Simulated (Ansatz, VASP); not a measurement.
**HfN: VASP beside Ansatz**

INCAR

```
SYSTEM = HfN
ALGO = Normal ; EDIFF = 1E-7
EDIFFG = -0.01 ; ENCUT = 600
GGA = PS ; GGA_COMPAT = .False.
IBRION = 2 ; ISIF = 3
ISMEAR = -1 ; LASPH = .True.
LCHARG = .False. ; LREAL = .False.
LWAVE = .False. ; NELM = 120
NELMIN = 4 ; NSW = 80
PREC = Accurate ; SIGMA = 0.15
```

The input KPOINTS:

```
k-points
0
Gamma
  10 10 10
  0 0 0
```

The input POSCAR:

```
HfN
1.0
    0.0000000000      2.4548220000      2.4548220000
    2.4548220000      0.0000000000      2.4548220000
    2.4548220000      2.4548220000      0.0000000000
Hf N
1 1
Direct
    0.0000000000      0.0000000000      0.0000000000
    0.2500000000      0.2500000000      0.2500000000
```

Input for Ansatz:

```yaml
crystal:
  lattice:
    bravais: fcc
    a: 4.909644
  space_group: 216
  atoms:
    - { symbol: Hf, position: [0.0, 0.0, 0.0] }
    - { symbol: "N", position: [0.25, 0.25, 0.25] }
  reduce_to_primitive: true
kpoints:
  mp_grid:
    grid: [10, 10, 10]
hamiltonian:
  xc: pbesol
  dispersion: none
scf:
  convergence:
    dr2_threshold: 1.0e-09
  occupations:
    method: fermi_dirac
    width: 0.15
relax:
  max_steps: 60
  cell: {}
```

Alike in both runs: task relaxation of cell and atoms; functional PBEsol; k mesh 10 × 10 × 10; occupations fermi-dirac, width 0.15 eV; no spin polarisation.

```csv
,VASP,Ansatz
version,VASP 6.6.1,Ansatz 0.2.0
potentials or method,"VASP PAW PBE potentials, release 64 (Hf_pv, N)","plane waves, PAW"
plane-wave cutoff (eV),600,420
valence electrons in the cell,15,31
```

```tsv
	VASP	Ansatz	Ansatz less VASP
relaxed volume (Å³/atom)	14.36	14.42	+0.060
relaxed cell length with the largest relative difference (Å)	3.438	3.442	+0.0048
```

VASP's potentials were made for PBE, not for PBEsol. VASP's potentials hold 15 valence electrons a cell and Ansatz's 31, so a difference there can come from the potentials and not from the codes. Ansatz's warnings: stress scf threshold loose.

Neither program's run includes spin-orbit coupling.
